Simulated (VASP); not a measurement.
# B (Pm-3m) in VASP: notebook, part 2 of 2

VASP 6.6.1. Earlier steps stand in the parts before.

### 3 Single point, BLYP (volume scaled by 1.04)

INCAR

```
SYSTEM = B
AGGAC = 1.0 ; AGGAX = 1.0
ALDAC = 0.0 ; ALDAX = 1.0
ALGO = Normal ; EDIFF = 1E-6
ENCUT = 520 ; GGA = B5
ISIF = 2 ; ISMEAR = -1
LASPH = .TRUE. ; LCHARG = .FALSE.
LREAL = .FALSE. ; LWAVE = .FALSE.
NBANDS = 8 ; NELM = 80
PREC = Accurate ; SIGMA = 0.1
```

KPOINTS

```
k-points
0
G
  18 18 18
  0 0 0
```

POSCAR

```
B
1.0
    1.9307618502      0.0000000000      0.0000000000
    0.0000000000      1.9307618502      0.0000000000
    0.0000000000      0.0000000000      1.9307618502
B
1
Direct
    0.0000000000      0.0000000000      0.0000000000
```

Potentials or basis: VASP PAW PBE potentials, release 64 (B).

Launch:

```bash
cat potpaw_PBE.64/B/POTCAR > POTCAR
mpirun -np 1 vasp_std > vasp.out
```

OUTCAR:

```text
SYSTEM = B
   EDIFF = 1E-6
   ENCUT = 520
   GGA = B5
   ISIF = 2
   ISMEAR = -1
   LASPH = .TRUE.
   LREAL = .FALSE.
   NELM = 80
   PREC = Accurate

 ion  position               nearest neighbor table
   1  0.000  0.000  0.000-

  LATTYP: Found a simple cubic cell.
 ALAT       =     1.9307618502

  Lattice vectors:

 A1 = (   1.9307618502,   0.0000000000,   0.0000000000)
 A2 = (   0.0000000000,   1.9307618502,   0.0000000000)
 A3 = (   0.0000000000,   0.0000000000,   1.9307618502)

Analysis of symmetry for initial positions (statically):
=====================================================================
 Subroutine PRICEL returns:
 Original cell was already a primitive cell.

 Routine SETGRP: Setting up the symmetry group for a
 simple cubic supercell.

 Subroutine GETGRP returns: Found 48 space group operations
 (whereof 48 operations were pure point group operations)
 out of a pool of 48 trial point group operations.

The static configuration has the point symmetry O_h .

Analysis of symmetry for dynamics (positions and initial velocities):
=====================================================================
 Subroutine PRICEL returns:
 Original cell was already a primitive cell.

 Routine SETGRP: Setting up the symmetry group for a
 simple cubic supercell.

 Subroutine GETGRP returns: Found 48 space group operations
 (whereof 48 operations were pure point group operations)
 out of a pool of 48 trial point group operations.

The dynamic configuration has the point symmetry O_h .

 Subroutine INISYM returns: Found 48 space group operations
 (whereof 48 operations are pure point group operations),
 and found     1 'primitive' translations

----------------------------------------------------------------------------------------

                                     Primitive cell

  volume of cell :       7.1976

  direct lattice vectors                    reciprocal lattice vectors
     1.930761850  0.000000000  0.000000000     0.517930267  0.000000000  0.000000000
     0.000000000  1.930761850  0.000000000     0.000000000  0.517930267  0.000000000
     0.000000000  0.000000000  1.930761850     0.000000000  0.000000000  0.517930267

  length of vectors
     1.930761850  1.930761850  1.930761850     0.517930267  0.517930267  0.517930267

  position of ions in fractional coordinates (direct lattice)
     0.000000000  0.000000000  0.000000000

  ion indices of the primitive-cell ions
   primitive index   ion index
                 1           1

----------------------------------------------------------------------------------------

 KPOINTS: k-points

Automatic generation of k-mesh.
 Grid dimensions read from file:
 generate k-points for:   18   18   18

 Generating k-lattice:

  Cartesian coordinates                     Fractional coordinates (reciprocal lattice)
     0.028773904  0.000000000  0.000000000     0.055555556  0.000000000  0.000000000
     0.000000000  0.028773904  0.000000000     0.000000000  0.055555556  0.000000000
     0.000000000  0.000000000  0.028773904     0.000000000  0.000000000  0.055555556

  Length of vectors
     0.028773904  0.028773904  0.028773904

  Shift w.r.t. Gamma in fractional coordinates (k-lattice)
     0.000000000  0.000000000  0.000000000

 Subroutine IBZKPT returns following result:
 ===========================================

 Found    220 irreducible k-points:

 Following reciprocal coordinates:
            Coordinates               Weight
  0.000000  0.000000  0.000000      1.000000
  0.055556  0.000000  0.000000      6.000000
  0.111111  0.000000  0.000000      6.000000
  0.166667  0.000000  0.000000      6.000000
  0.222222  0.000000  0.000000      6.000000
  0.277778  0.000000  0.000000      6.000000
[... 16 lines left out ...]
  0.277778  0.111111  0.000000     24.000000
  0.333333  0.111111  0.000000     24.000000
 [... further k-points ...]
   k-points           NKPTS =    220   k-points in BZ     NKDIM =    220   number of bands    NBANDS=      8
   number of dos      NEDOS =    301   number of ions     NIONS =      1
   total plane-waves  NPLWV =   2744
   dimension x,y,z NGX =    14 NGY =   14 NGZ =   14
   dimension x,y,z NGXF=    28 NGYF=   28 NGZF=   28
   ions per type =               1
   NGX,Y,Z   is equivalent  to a cutoff of  12.05, 12.05, 12.05 a.u.
   NGXF,Y,Z  is equivalent  to a cutoff of  24.11, 24.11, 24.11 a.u.
 SYSTEM =  B
   PREC   = accura    normal or accurate (medium, high low for compatibility)
   ISTART =      0    job   : 0-new  1-cont  2-samecut
   ICHARG =      2    charge: 1-file 2-atom 10-const
   ISPIN  =      1    spin polarized calculation?
   LNONCOLLINEAR =      F non collinear calculations
   LSORBIT =      F    spin-orbit coupling
   LASPH  =      T    aspherical Exc in radial PAW
   ENCUT  =  520.0 eV  38.22 Ry    6.18 a.u.   3.59  3.59  3.59*2*pi/ulx,y,z
   NELM   =     80;   NELMIN=  2; NELMDL= -5     # of ELM steps
   EDIFF  = 0.1E-05   stopping-criterion for ELM
   LREAL  =      F    real-space projection
   EDIFFG = 0.1E-04   stopping-criterion for IOM
   NSW    =      0    number of steps for IOM
   IBRION =     -1    ionic relax: 0-MD 1-quasi-New 2-CG
   NFREE  =      0    steps in history (QN), initial steepest desc. (CG)
   ISIF   =      2    stress and relaxation
   ISYM   =      2    0-nonsym 1-usesym 2-fastsym
   POTIM  = 0.5000    time-step for ionic-motion
   TEBEG  =    0.0;   TEEND  =   0.0 temperature during run
   PSTRESS=    0.0 pullay stress
   NELECT =       3.0000    total number of electrons
   NUPDOWN=      -1.0000    fix difference up-down
   EMIN   =  10.00;   EMAX   =-10.00  energy-range for DOS
   EFERMI =   0.00;   METHOD = LEGACY
   ISMEAR =    -1;   SIGMA  =   0.10  broadening in eV -4-tet -1-fermi 0-gaus
   EFERMI_NEDOS =   21; number of points for ismear=-14 and -15
   IALGO  =     38    algorithm
   IMIX   =      4    mixing-type and parameters
     AMIX     =   0.40;   BMIX     =  1.00
     AMIX_MAG =   1.60;   BMIX_MAG =  1.00
  volume/ion in A,a.u.               =       7.20        48.57
  Fermi-wavevector in a.u.,A,eV,Ry     =   1.222888  2.310922 20.346888  1.495454
  Thomas-Fermi vector in A             =   2.358018
   LORBIT       =      0    0 simple, 1 ext, 2 COOP (PROOUT), +10 PAW based schemes
   GGA     = B5    functional components
   LHFCALC =     F    Hartree Fock is set to
   AEXX    =    0.0000 exact exchange contribution
   IVDW    =     0    specifies the selected vdW correction
   LEPSILON=     F    determine dielectric tensor
   LRPA    =     F    only Hartree local field effects (RPA)
 non-spin polarized calculation
  energy-cutoff  :      520.00
  volume of cell :        7.20
 maximum number of plane-waves:       208
   NGX =  7   NGY =  7   NGZ =  7

 number of electron       3.0000000 magnetization

 Free energy of the ion-electron system (eV)
  ---------------------------------------------------
  ext. energy  EPLUGINS =         0.00000000
  ---------------------------------------------------
  free energy    TOTEN  =        -4.81597216 eV

  energy without entropy =       -4.80463900  energy(sigma->0) =       -4.81030558

 E-fermi :   6.7254     XC(G=0): -11.3876

 val. band max:        6.7248947900   @ k =   0.4444   0.4444   0.3333
 cond. band min:       6.7834952164   @ k =   0.3889   0.3333   0.1667
 fundamental gap:      0.0586004265
 Fermi energy:         6.7254477966

 k-point     1 :       0.0000    0.0000    0.0000
  band No.  band energies     occupation
      1      -8.1972      2.00000
      2      19.3360      0.00000
      3      19.3360      0.00000
      4      19.3360      0.00000
      5      30.0527      0.00000
      6      30.0527      0.00000
      7      38.5178      0.00000
      8      57.7601      0.00000
[... 243 lines left out ...]
 k-point    24 :       0.3333    0.1111    0.0000
  band No.  band energies     occupation
      1      -4.2186      2.00000
      2       6.4021      1.92413
      3      19.3791      0.00000
      4      21.9975      0.00000
      5      33.8501      0.00000
      6      36.2831      0.00000
      7      43.9628      0.00000
      8      45.5445      0.00000

 [... further k-points ...]

------------------------ aborting loop because EDIFF is reached ----------------------------------------

  FORCE on cell =-STRESS in cart. coord.  units (eV):
  Direction    XX          YY          ZZ          XY          YZ          ZX
  --------------------------------------------------------------------------------------
  -------------------------------------------------------------------------------------
  Total       -0.3111493     -0.3111493     -0.3111493      0.0000000      0.0000000     -0.0000000
  in kB      -69.2617218    -69.2617218    -69.2617218      0.0000000      0.0000000     -0.0000000
  external PRESSURE =     -69.2617218 kB  Pullay stress =       0.0000000 kB

 VOLUME and BASIS-vectors are now :
 -----------------------------------------------------------------------------
  energy-cutoff  :      520.00
  volume of cell :        7.20
      direct lattice vectors                 reciprocal lattice vectors
     1.930761850  0.000000000  0.000000000     0.517930267  0.000000000  0.000000000
     0.000000000  1.930761850  0.000000000     0.000000000  0.517930267  0.000000000
     0.000000000  0.000000000  1.930761850     0.000000000  0.000000000  0.517930267

 POSITION                                       TOTAL-FORCE (eV/Angst)
 -----------------------------------------------------------------------------------
      0.00000      0.00000      0.00000         0.000000      0.000000      0.000000
 -----------------------------------------------------------------------------------
    total drift:                                0.000000     -0.000000     -0.000000

  FREE ENERGIE OF THE ION-ELECTRON SYSTEM (eV)
  ---------------------------------------------------
  free  energy   TOTEN  =        -4.8159721626 eV

  energy  without entropy=       -4.8046390005  energy(sigma->0) =       -4.81030558
```

It took 5.3 s on 1 thread of Intel Xeon Platinum 8259CL at 2.50GHz (Skylake/Cascade Lake), shared host; peak memory 0.11 GiB.

Results:

| Item | Value |
| --- | --- |
| Free energy | -4.8160 eV |
| Pressure | -6.9 GPa |

Caveat: the cell differs from its parent crystal (volume scaled by 1.04); the PAW data sets were made with another functional, which shifts forces and pressure a little.

### 4 Relaxation of cell and atoms, BLYP

This run uses another cell than the first one, of 7.08 Å³/atom, 1.023 times its volume.

INCAR

```
SYSTEM = B
PREC = Accurate
ENCUT = 600
EDIFF = 1E-6
ISMEAR = -1
SIGMA = 0.1
LREAL = .FALSE.
LASPH = .TRUE.
NELM = 60
ALGO = Normal
ISIF = 3
LWAVE = .FALSE.
LCHARG = .FALSE.
GGA = B5
ALDAX = 1.0
AGGAX = 1.0
AGGAC = 1.0
ALDAC = 0.0
IBRION = 2
NSW = 80
EDIFFG = -0.01
```

KPOINTS

```
Automatic mesh
0
G
  16 16 16
  0 0 0
```

POSCAR

```
B
1.0
    1.9200471483      0.0000000000      0.0000000000
    0.0000000000      1.9200471483      0.0000000000
    0.0000000000      0.0000000000      1.9200471483
B
1
Direct
    0.0000000000      0.0000000000      0.0000000000
```

Launch:

```bash
cat potpaw_PBE.64/B/POTCAR > POTCAR
mpirun -np 1 vasp_std > vasp.out
```

It took 8.5 s on 1 thread of Intel Xeon Platinum 8259CL at 2.50GHz (Skylake/Cascade Lake), shared host; peak memory 0.11 GiB.

The run converged. Its results:

```yaml
Free_energy: -4.8331 eV
Relaxed_volume: 6.92 Å³/atom
Relaxed_cell: a = 1.906 Å, b = 1.906 Å, c = 1.906 Å, α = 90.00°, β = 90.00°, γ = 90.00°
Space_group_after_relaxing_to_0.05_Å: Pm-3m (No. 221)
Energy_gained_by_relaxing: 2.2 meV/atom
Ionic_steps: 3
Pressure_after_relaxing: 0.0 GPa
```

The path:
| step | energy change (eV) | largest force (eV/Å) | pressure (GPa) | volume (Å³) |
| --- | --- | --- | --- | --- |
| 1 | 0.0000 | 0.0000 | -4.44 | 7.08 |
| 2 | -0.0020 | 0.0000 | 1.36 | 6.88 |
| 3 | -0.0022 | 0.0000 | 0.01 | 6.92 |

Final structure:
```xyz
1
Lattice="1.9059 0.0000 0.0000 0.0000 1.9059 0.0000 0.0000 0.0000 1.9059" Properties=species:S:1:pos:R:3 pbc="T T T"
B     0.0000    0.0000    0.0000
```

Levels at points of the mesh, in eV from the Fermi level:
```
           k point  band 1  band 2  band 3  band 4  band 5
(0.00, 0.00, 0.00)  -15.28   13.03   13.03   13.03   23.79
(0.50, 0.00, 0.00)   -7.79   -6.16   16.63   16.63   29.73
(0.50, 0.50, 0.00)   -1.91   -1.91    3.86    8.79   19.57
(0.50, 0.50, 0.50)    3.13    3.13    3.13   16.67   16.79
```

Caveat: the PAW data sets were made with another functional, which shifts forces and pressure a little.

### 5 The runs side by side

```tsv
task	cell	k mesh	cutoff (eV)	gap on the mesh (eV)	pressure (GPa)
single point	a = 1.906 Å, 1 atom	18 × 18 × 18	520	none	0.7
single point	a = 1.931 Å, 1 atom	18 × 18 × 18	520	none	-6.9
relaxation of cell and atoms	relaxed from a = 1.920 Å, 1 atom	16 × 16 × 16	600	none	0.0
```

Alike in all rows: level BLYP; potentials or basis VASP PAW PBE potentials, release 64 (B); no spin polarisation; smearing fermi-dirac 0.1 eV.

Caveats: the PAW data sets were made with another functional, which shifts forces and pressure a little.

Absolute energies hang on the potentials; compare differences alone.
